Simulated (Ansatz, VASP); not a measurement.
**RbBr in VASP and in Ansatz**

Contents of POSCAR:

```
RbBr
1.0
    4.8183301838      0.0000000000      0.0000000000
   -2.4091650919      4.1727963430      0.0000000000
    0.0000000000      0.0000000000      8.4934283109
Rb Br
2 2
Direct
    0.0000000000      0.0000000000      0.0000000000
    0.0000000000      0.0000000000      0.5000000000
    0.3333333333      0.6666666667      0.2500000000
    0.6666666667      0.3333333333      0.7500000000
```

INCAR.step1

```
ALGO = Normal
EDIFF = 1E-4
ENCUT = 520
GGA = PE
ISMEAR = 0
LASPH = True
LCHARG = False
LREAL = False
LWAVE = True
NBANDS = 24
NELM = 100
PREC = Accurate
SIGMA = 0.01
```

Contents of INCAR.step2:

```
ALGO = Normal
EDIFF = 1E-6
ENCUT = 520
ISIF = 2
ISMEAR = 0
ISTART = 1
LASPH = True
LCHARG = False
LMIXTAU = True
LREAL = False
LWAVE = False
METAGGA = R2SCAN
NBANDS = 24
NELM = 100
PREC = Accurate
SIGMA = 0.01
```

File KPOINTS:

```
k-points
0
Gamma
  6 6 4
```

Input for Ansatz:

```yaml
crystal:
  lattice:
    - [4.8183301838, 0.0, 0.0]
    - [-2.4091650919, 4.172796343, 0.0]
    - [0.0, 0.0, 8.4934283109]
  atoms:
    - { symbol: Rb, position: [0.0, 0.0, 0.0] }
    - { symbol: Rb, position: [0.0, 0.0, 0.5] }
    - { symbol: Br, position: [0.3333333333, 0.6666666667, 0.25] }
    - { symbol: Br, position: [0.6666666667, 0.3333333333, 0.75] }
kpoints:
  mp_grid: { grid: [6, 6, 4] }
hamiltonian:
  xc: r2scan
scf:
  occupations: { method: fixed }
  n_extra_bands: 5
output:
  forces: true
  stress: true
  eigenvalues: true
```

Alike in both runs: task single point; functional r2SCAN; k mesh 6 × 6 × 4; no spin polarisation.

|  | VASP | Ansatz |
| --- | --- | --- |
| version | VASP 6.6.1 | Ansatz 0.2.0 |
| potentials or method | VASP PAW PBE potentials, release 64 (Rb_sv, Br) | plane waves, PAW |
| plane-wave cutoff (eV) | 520 | 500 |
| occupations | gaussian, width 0.01 eV | fixed |
| valence electrons in the cell | 32 | 32 |

```csv
,VASP,Ansatz,Ansatz less VASP
gap on the k mesh at the Fermi level (eV),4.77,4.77,0.000
pressure (GPa),-0.3,-0.4,-0.01
```

VASP's potentials were made for PBE, not for r2SCAN.
